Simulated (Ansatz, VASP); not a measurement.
# One calculation of Sc6WS, two programs

```
CELL_PARAMETERS angstrom
5.44599 0.00000 0.00000
0.00000 5.44599 0.00000
0.00000 0.00000 5.44599
ATOMIC_POSITIONS crystal
Sc 0.00000 0.50000 0.50000
Sc 0.50000 0.00000 0.50000
Sc 0.50000 0.50000 0.00000
Sc 0.50000 0.00000 0.00000
Sc 0.00000 0.50000 0.00000
Sc 0.00000 0.00000 0.50000
W 0.00000 0.00000 0.00000
S 0.50000 0.50000 0.50000
```

Alike in both runs: task single point; functional PBE; k mesh 4 × 4 × 4; occupations gaussian, width 0.1 eV; collinear spin.

|  | VASP | Ansatz |
| --- | --- | --- |
| version | VASP 6.6.1 | Ansatz 0.2.0 |
| potentials or method | VASP PAW PBE potentials, release 64 (Sc_sv, W_sv, S), cutoff 500 eV | scalar-relativistic, plane waves, PAW |
| valence electrons in the cell | 86 | 86 |

Ansatz gave:

- gap on the k mesh at the Fermi level (eV): none
- pressure (GPa): 6.1
- net moment per atom (μB): 0.39
- size of the moment on the site where the two differ most (μB): 0.36

Q: Which values does VASP return?

A: gap on the k mesh at the Fermi level (eV): none; pressure (GPa): 6.0; net moment per atom (μB): 0.00; size of the moment on the site where the two differ most (μB): 0.00.

The net moments are unlike, so the other rows may belong to different states. Site moments also hang on the region over which each program counts them. A gap of «none» marks a metal or a gap that the smearing closes. Ansatz's warnings: no starting moments.

Neither program's run includes spin-orbit coupling.
